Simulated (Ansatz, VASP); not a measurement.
**One calculation of Zn, two programs**

File INCAR:

```
SYSTEM = Zn
ALGO     = Normal         ! electronic algorithm
EDIFF    = 1E-6           ! SCF threshold, eV
ENCUT    = 520            ! plane-wave cutoff, eV
GGA      = CA             ! functional
ISIF     = 2              ! what is computed and relaxed
ISMEAR   = -1             ! smearing method
LASPH    = .True.         ! aspherical terms in the spheres
LCHARG   = .True.         ! write CHGCAR
LELF     = .True.         ! ELF
LREAL    = .False.        ! projectors in reciprocal space
LVHAR    = .True.       
LWAVE    = .False.        ! write WAVECAR
NBANDS   = 25             ! bands
NELM     = 80             ! most SCF steps
PREC     = Accurate       ! precision mode
SIGMA    = 0.1            ! smearing width, eV
```

The input KPOINTS:

```
k-points
0
Gamma
  10 10 14
  0 0 0
```

File POSCAR:

```
Zn
1.0
    4.2305594606      0.0000000000      0.0000000000
   -2.1152797303      3.6637719651      0.0000000000
    0.0000000000      0.0000000000      2.5768974339
Zn
3
Direct
    1.0000000000      1.0000000000      0.0000000000
    0.3333333333      0.6666666667      0.5000000000
    0.6666666667      0.3333333333      0.5000000000
```

Input for Ansatz:

```yaml
crystal:
  lattice:
    - [4.2305594606, 0.0, 0.0]
    - [-2.1152797303, 3.6637719651, 0.0]
    - [0.0, 0.0, 2.5768974339]
  atoms:
    - { symbol: Zn, position: [1.0, 1.0, 0.0] }
    - { symbol: Zn, position: [0.3333333333, 0.6666666667, 0.5] }
    - { symbol: Zn, position: [0.6666666667, 0.3333333333, 0.5] }
hamiltonian:
  xc: lda
  pseudopotentials:
    kind: paw
    azcp:
      Zn: "pseudopotentials/Zn.paw.azcp"
basis:
  ecutwfc: 420
  fft_grid_basis: typed
kpoints:
  mp_grid: { grid: [10, 10, 14], shift: [0, 0, 0] }
magnetization:
  spin_polarized: false
scf:
  occupations: { method: fermi_dirac, width: 0.1 }
  lower_state_search: "off"
output:
  stress: true
  write_density: true
  write_potential: true
  elf: true
  volumetric_format: npy
```

Alike in both runs: task single point; functional LDA; k mesh 10 × 10 × 14; occupations fermi-dirac, width 0.1 eV; no spin polarisation.

|  | VASP | Ansatz |
| --- | --- | --- |
| version | VASP 6.6.1 | Ansatz 0.2.0 |
| potentials or method | VASP PAW LDA potentials, release 64 (Zn), cutoff 520 eV | plane waves (420 eV) with PAW, scalar-relativistic |
| valence electrons in the cell | 36 | 36 |

|  | VASP | Ansatz | Ansatz less VASP |
| --- | --- | --- | --- |
| pressure (GPa) | 4.9 | 4.1 | -0.73 |
| traceless stress, the component that is largest in VASP (GPa) | 0.68 | 0.69 | +0.014 |

Ansatz warns that its potentials were made for another functional, while VASP's fit it. LDA's correlation is that of Perdew and Zunger in VASP and of Perdew and Wang (1992) in Ansatz.
